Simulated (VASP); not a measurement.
# Ta (P6_3/mmc) in VASP: further runs

The runs below take Ta through single point, with LDA, PBEsol, BLYP.

Program: VASP 6.6.1. These are calculated values, not measurements. Logs are shortened: lines on timing, memory, paths and dates and some standing lists are left out, and cuts for length are marked.

## 1. The cell of the first run

The structure is hexagonal, space group P6_3/mmc (No. 194). The conventional cell has a = 2.900 Å, b = 2.900 Å, c = 5.166 Å, α = 90.00°, β = 90.00°, γ = 120.00°. Ta (site symmetry -6m2) has 12 Ta at 2.90 to 3.08 Å within 3.8 Å.

This isn't the form of Ta at room conditions, which is bcc.

## 2. Single point, LDA

INCAR reads:

```
PREC = Accurate
ENCUT = 500
EDIFF = 1E-6
ISMEAR = -1
SIGMA = 0.1
LREAL = False
LASPH = True
NELM = 120
ALGO = Normal
ISIF = 2
LWAVE = False
LCHARG = False
NBANDS = 18
GGA_COMPAT = False
```

KPOINTS reads:

```
Automatic mesh
0
Gamma
  13 13 7
```

POSCAR reads:

```
Ta
1.0
    2.9003700000      0.0000000000      0.0000000000
   -1.4501850000      2.5117941004      0.0000000000
    0.0000000000      0.0000000000      5.1662700000
Ta
2
Direct
    0.6666666667      0.3333333333      0.7500000000
    0.3333333333      0.6666666667      0.2500000000
```

Potentials or basis: VASP PAW LDA potentials, release 64 (Ta_pv).

On the command line:

```sh
cat potpaw_LDA.64/Ta_pv/POTCAR > POTCAR
mpirun -np 1 vasp_std > vasp.out
```

OUTCAR:

```text
PREC = Accurate
   ENCUT = 500
   EDIFF = 1E-6
   ISMEAR = -1
   LREAL = False
   LASPH = True
   NELM = 120
   ISIF = 2

 ion  position               nearest neighbor table
   1  0.667  0.333  0.750-   2 3.08   2 3.08   2 3.08   2 3.08   2 3.08   2 3.08
   2  0.333  0.667  0.250-   1 3.08   1 3.08   1 3.08   1 3.08   1 3.08   1 3.08

  LATTYP: Found a hexagonal cell.
 ALAT       =     2.9003700000
 C/A-ratio  =     1.7812451515

  Lattice vectors:

 A1 = (   2.9003700000,   0.0000000000,   0.0000000000)
 A2 = (  -1.4501850000,   2.5117941004,   0.0000000000)
 A3 = (   0.0000000000,   0.0000000000,   5.1662700000)

Analysis of symmetry for initial positions (statically):
=====================================================================
 Subroutine PRICEL returns:
 Original cell was already a primitive cell.

 Routine SETGRP: Setting up the symmetry group for a
 hexagonal supercell.

 Subroutine GETGRP returns: Found 24 space group operations
 (whereof 12 operations were pure point group operations)
 out of a pool of 24 trial point group operations.

The static configuration has the point symmetry D_3d.
 The point group associated with its full space group is D_6h.

Analysis of symmetry for dynamics (positions and initial velocities):
=====================================================================
 Subroutine PRICEL returns:
 Original cell was already a primitive cell.

 Routine SETGRP: Setting up the symmetry group for a
 hexagonal supercell.

 Subroutine GETGRP returns: Found 24 space group operations
 (whereof 12 operations were pure point group operations)
 out of a pool of 24 trial point group operations.

The dynamic configuration has the point symmetry D_3d.
 The point group associated with its full space group is D_6h.

 Subroutine INISYM returns: Found 24 space group operations
 (whereof 12 operations are pure point group operations),
 and found     1 'primitive' translations

----------------------------------------------------------------------------------------

                                     Primitive cell

  volume of cell :      37.6370

  direct lattice vectors                    reciprocal lattice vectors
     2.900370000  0.000000000  0.000000000     0.344783597  0.199060902  0.000000000
    -1.450185000  2.511794100  0.000000000     0.000000000  0.398121805  0.000000000
     0.000000000  0.000000000  5.166270000     0.000000000  0.000000000  0.193563248

  length of vectors
     2.900370000  2.900370000  5.166270000     0.398121805  0.398121805  0.193563248

  position of ions in fractional coordinates (direct lattice)
     0.666666667  0.333333333  0.750000000
     0.333333333  0.666666667  0.250000000

  ion indices of the primitive-cell ions
   primitive index   ion index
                 1           1
                 2           2

----------------------------------------------------------------------------------------

 KPOINTS: Automatic mesh

Automatic generation of k-mesh.
 Grid dimensions read from file:
 generate k-points for:   13   13    7

 Generating k-lattice:

  Cartesian coordinates                     Fractional coordinates (reciprocal lattice)
     0.026521815  0.015312377  0.000000000     0.076923077  0.000000000  0.000000000
     0.000000000  0.030624754  0.000000000     0.000000000  0.076923077  0.000000000
     0.000000000  0.000000000  0.027651893     0.000000000  0.000000000  0.142857143

  Length of vectors
     0.030624754  0.030624754  0.027651893

  Shift w.r.t. Gamma in fractional coordinates (k-lattice)
     0.000000000  0.000000000  0.000000000

 Subroutine IBZKPT returns following result:
 ===========================================

 Found     84 irreducible k-points:

 Following reciprocal coordinates:
            Coordinates               Weight
  0.000000  0.000000  0.000000      1.000000
  0.076923  0.000000  0.000000      6.000000
  0.153846  0.000000  0.000000      6.000000
  0.230769  0.000000  0.000000      6.000000
  0.307692  0.000000  0.000000      6.000000
  0.384615  0.000000  0.000000      6.000000
[... 16 lines left out ...]
  0.076923  0.000000  0.142857     12.000000
  0.153846  0.000000  0.142857     12.000000
 [... further k-points ...]
   k-points           NKPTS =     84   k-points in BZ     NKDIM =     84   number of bands    NBANDS=     18
   number of dos      NEDOS =    301   number of ions     NIONS =      2
   total plane-waves  NPLWV =  23040
   dimension x,y,z NGX =    24 NGY =   24 NGZ =   40
   dimension x,y,z NGXF=    48 NGYF=   48 NGZF=   80
   ions per type =               2
   NGX,Y,Z   is equivalent  to a cutoff of  13.76, 13.76, 12.87 a.u.
   NGXF,Y,Z  is equivalent  to a cutoff of  27.51, 27.51, 25.74 a.u.
 SYSTEM =  unknown system
   PREC   = accura    normal or accurate (medium, high low for compatibility)
   ISTART =      0    job   : 0-new  1-cont  2-samecut
   ICHARG =      2    charge: 1-file 2-atom 10-const
   ISPIN  =      1    spin polarized calculation?
   LNONCOLLINEAR =      F non collinear calculations
   LSORBIT =      F    spin-orbit coupling
   LASPH  =      T    aspherical Exc in radial PAW
   ENCUT  =  500.0 eV  36.75 Ry    6.06 a.u.   5.29  5.29  9.42*2*pi/ulx,y,z
   NELM   =    120;   NELMIN=  2; NELMDL= -5     # of ELM steps
   EDIFF  = 0.1E-05   stopping-criterion for ELM
   LREAL  =      F    real-space projection
   EDIFFG = 0.1E-04   stopping-criterion for IOM
   NSW    =      0    number of steps for IOM
   IBRION =     -1    ionic relax: 0-MD 1-quasi-New 2-CG
   NFREE  =      0    steps in history (QN), initial steepest desc. (CG)
   ISIF   =      2    stress and relaxation
   ISYM   =      2    0-nonsym 1-usesym 2-fastsym
   POTIM  = 0.5000    time-step for ionic-motion
   TEBEG  =    0.0;   TEEND  =   0.0 temperature during run
   PSTRESS=    0.0 pullay stress
   NELECT =      22.0000    total number of electrons
   NUPDOWN=      -1.0000    fix difference up-down
   EMIN   =  10.00;   EMAX   =-10.00  energy-range for DOS
   EFERMI =   0.00;   METHOD = LEGACY
   ISMEAR =    -1;   SIGMA  =   0.10  broadening in eV -4-tet -1-fermi 0-gaus
   EFERMI_NEDOS =   21; number of points for ismear=-14 and -15
   IALGO  =     38    algorithm
   IMIX   =      4    mixing-type and parameters
     AMIX     =   0.40;   BMIX     =  1.00
     AMIX_MAG =   1.60;   BMIX_MAG =  1.00
  volume/ion in A,a.u.               =      18.82       126.99
  Fermi-wavevector in a.u.,A,eV,Ry     =   1.368813  2.586682 25.492553  1.873650
  Thomas-Fermi vector in A             =   2.494744
   LORBIT       =      0    0 simple, 1 ext, 2 COOP (PROOUT), +10 PAW based schemes
   GGA     = CA    functional components
   LHFCALC =     F    Hartree Fock is set to
   AEXX    =    0.0000 exact exchange contribution
   IVDW    =     0    specifies the selected vdW correction
   LEPSILON=     F    determine dielectric tensor
   LRPA    =     F    only Hartree local field effects (RPA)
 non-spin polarized calculation
  energy-cutoff  :      500.00
  volume of cell :       37.64
 maximum number of plane-waves:       968
 NGX is ok and might be reduce to    24
   NGX = 11   NGY = 11   NGZ = 19

 number of electron      22.0000003 magnetization

 Free energy of the ion-electron system (eV)
  ---------------------------------------------------
  ext. energy  EPLUGINS =         0.00000000
  ---------------------------------------------------
  free energy    TOTEN  =       -25.00651910 eV

  energy without entropy =      -24.91872622  energy(sigma->0) =      -24.96262266

 E-fermi :   5.4392     XC(G=0): -12.5626

 val. band max:        5.4222521072   @ k =   0.3077   0.0769   0.2857
 cond. band min:       5.4471816279   @ k =   0.3077   0.0000   0.4286
 fundamental gap:      0.0249295206
 Fermi energy:         5.4391720308

 k-point     1 :       0.0000    0.0000    0.0000
  band No.  band energies     occupation
      1     -28.9419      2.00000
      2     -28.1162      2.00000
      3     -27.9993      2.00000
      4     -27.9993      2.00000
      5     -27.9159      2.00000
      6     -27.9159      2.00000
[... 10 lines left out ...]
     17      10.4971      0.00000
     18      10.4971      0.00000

 k-point     2 :       0.0769    0.0000    0.0000
  band No.  band energies     occupation
      1     -28.9228      2.00000
      2     -28.1184      2.00000
      3     -28.0614      2.00000
      4     -28.0162      2.00000
      5     -27.9794      2.00000
      6     -27.9273      2.00000
[... 10 lines left out ...]
     17      10.5883      0.00000
     18      10.9921      0.00000

 k-point     3 :       0.1538    0.0000    0.0000
  band No.  band energies     occupation
      1     -28.8681      2.00000
      2     -28.2319      2.00000
      3     -28.1511      2.00000
      4     -28.1259      2.00000
      5     -28.0619      2.00000
      6     -27.9596      2.00000
[... 10 lines left out ...]
     17      10.7541      0.00000
     18      12.0559      0.00000

 k-point     4 :       0.2308    0.0000    0.0000
  band No.  band energies     occupation
      1     -28.7855      2.00000
      2     -28.4684      2.00000
      3     -28.3832      2.00000
      4     -28.1418      2.00000
      5     -28.1244      2.00000
      6     -28.0060      2.00000
[... 10 lines left out ...]
     17      10.8691      0.00000
     18      13.2741      0.00000

 k-point     5 :       0.3077    0.0000    0.0000
  band No.  band energies     occupation
      1     -28.7141      2.00000
      2     -28.6871      2.00000
      3     -28.6188      2.00000
      4     -28.1888      2.00000
      5     -28.1688      2.00000
      6     -28.0558      2.00000
[... 10 lines left out ...]
     17      10.9094      0.00000
     18      13.2142      0.00000

 k-point     6 :       0.3846    0.0000    0.0000
  band No.  band energies     occupation
      1     -28.9131      2.00000
      2     -28.8072      2.00000
      3     -28.5900      2.00000
      4     -28.2411      2.00000
      5     -28.2064      2.00000
      6     -28.0974      2.00000
[... 10 lines left out ...]
     17      10.9087      0.00000
     18      13.2041      0.00000

 k-point     7 :       0.4615    0.0000    0.0000
  band No.  band energies     occupation
      1     -29.0235      2.00000
      2     -28.9111      2.00000
      3     -28.5211      2.00000
      4     -28.2702      2.00000
      5     -28.2414      2.00000
      6     -28.1208      2.00000
[... 10 lines left out ...]
     17      11.9284      0.00000
     18      13.1699      0.00000

 k-point     8 :       0.0769    0.0769    0.0000
  band No.  band energies     occupation
      1     -28.8859      2.00000
      2     -28.1691      2.00000
      3     -28.1232      2.00000
      4     -28.1122      2.00000
      5     -28.0340      2.00000
      6     -27.9560      2.00000
[... 10 lines left out ...]
     17      10.6358      0.00000
     18      11.7972      0.00000
[... 229 lines left out ...]
     17      13.3362      0.00000
     18      13.9546      0.00000

 k-point    20 :       0.3846    0.2308    0.0000
  band No.  band energies     occupation
      1     -28.8846      2.00000
      2     -28.7770      2.00000
      3     -28.5483      2.00000
      4     -28.4308      2.00000
      5     -28.4212      2.00000
      6     -28.2985      2.00000
[... 10 lines left out ...]
     17      13.0973      0.00000
     18      13.3894      0.00000

 k-point    21 :       0.3077    0.3077    0.0000
  band No.  band energies     occupation
      1     -28.8098      2.00000
      2     -28.7215      2.00000
      3     -28.6290      2.00000
      4     -28.5275      2.00000
      5     -28.4008      2.00000
      6     -28.3223      2.00000
[... 10 lines left out ...]
     17      12.7874      0.00000
     18      12.9747      0.00000

 k-point    22 :       0.0000    0.0000    0.1429
  band No.  band energies     occupation
      1     -28.9033      2.00000
      2     -28.1597      2.00000
      3     -27.9952      2.00000
      4     -27.9952      2.00000
      5     -27.9201      2.00000
      6     -27.9201      2.00000
[... 10 lines left out ...]
     17      10.4715      0.00000
     18      10.4715      0.00000

 k-point    23 :       0.0769    0.0000    0.1429
  band No.  band energies     occupation
      1     -28.8857      2.00000
      2     -28.1639      2.00000
      3     -28.0567      2.00000
      4     -28.0118      2.00000
      5     -27.9803      2.00000
      6     -27.9318      2.00000
[... 10 lines left out ...]
     17      10.5424      0.00000
     18      10.8322      0.00000

 k-point    24 :       0.1538    0.0000    0.1429
  band No.  band energies     occupation
      1     -28.8362      2.00000
      2     -28.2286      2.00000
      3     -28.2011      2.00000
      4     -28.1145      2.00000
      5     -28.0569      2.00000
      6     -27.9647      2.00000
[... 10 lines left out ...]
     17      10.6633      0.00000
     18      11.5825      0.00000

 [... further k-points ...]

------------------------ aborting loop because EDIFF is reached ----------------------------------------

  FORCE on cell =-STRESS in cart. coord.  units (eV):
  Direction    XX          YY          ZZ          XY          YZ          ZX
  --------------------------------------------------------------------------------------
  -------------------------------------------------------------------------------------
  Total       -2.6878303     -2.6878303     -2.3831063     -0.0000000      0.0000000     -0.0000000
  in kB     -114.4189333   -114.4189333   -101.4470600     -0.0000000      0.0000000     -0.0000000
  external PRESSURE =    -110.0949755 kB  Pullay stress =       0.0000000 kB

 VOLUME and BASIS-vectors are now :
 -----------------------------------------------------------------------------
  energy-cutoff  :      500.00
  volume of cell :       37.64
      direct lattice vectors                 reciprocal lattice vectors
     2.900370000  0.000000000  0.000000000     0.344783597  0.199060902  0.000000000
    -1.450185000  2.511794100  0.000000000     0.000000000  0.398121805  0.000000000
     0.000000000  0.000000000  5.166270000     0.000000000  0.000000000  0.193563248

 POSITION                                       TOTAL-FORCE (eV/Angst)
 -----------------------------------------------------------------------------------
      1.45019      0.83726      3.87470         0.000000      0.000000      0.000000
     -0.00000      1.67453      1.29157        -0.000000     -0.000000      0.000000
 -----------------------------------------------------------------------------------
    total drift:                                0.000000     -0.000000      0.000000

  FREE ENERGIE OF THE ION-ELECTRON SYSTEM (eV)
  ---------------------------------------------------
  free  energy   TOTEN  =       -25.0065190952 eV

  energy  without entropy=      -24.9187262248  energy(sigma->0) =      -24.96262266
```

Run time: 18 s. Hardware: 1 thread of Intel Xeon 6975P-C (Granite Rapids), shared host; peak memory 0.16 GiB.

What came out:

* Free energy: -25.0065 eV
* Pressure: -11.0 GPa
* Band gap on the k mesh: zero (bands 11 and 12 overlap by 1.67 eV)

Levels at points of the mesh, in eV from the Fermi level:
```csv
k point,band 8,band 9,band 10,band 11,band 12,band 13,band 14,band 15
"(0.00, 0.00, 0.00)",-4.85,-0.58,0.05,0.57,0.57,1.13,1.13,2.91
```

Caveat: the cell stands under tension; spin-orbit coupling is left out, which moves the levels of the heavy elements.

(Continued in part 2 of 2.)
